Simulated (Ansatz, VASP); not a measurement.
**Cl in VASP and in Ansatz**

```xyz
1
Lattice="3.0404 0.0000 0.0000 -1.5202 2.6331 0.0000 0.0000 0.0000 2.8580" Properties=species:S:1:pos:R:3 pbc="T T T"
Cl    0.0000    0.0000    0.0000
```

Alike in both runs: task relaxation of cell and atoms; functional PBE; k mesh 14 × 14 × 13; occupations fermi-dirac, width 0.1 eV; no spin polarisation.

|  | VASP | Ansatz |
| --- | --- | --- |
| version | VASP 6.6.1 | Ansatz 0.2.0 |
| potentials or method | VASP PAW PBE potentials, release 64 (Cl) | PAW with Ansatz's default frozen-core files, scalar-relativistic |
| plane-wave cutoff (eV) | 600 | 420 |
| valence electrons in the cell | 7 | 7 |

Ansatz gave:

* relaxed volume (Å³/atom): 30.74
* relaxed length of the cell vector where the two differ most in proportion (Å): 3.920

**Question.** Estimate VASP's values.

**Answer.** Relaxed volume (Å³/atom): 30.24; relaxed length of the cell vector where the two differ most in proportion (Å): 3.890.

Noted on VASP's run: the volume moved by over 15 % at a fixed basis, so the end points are rough.
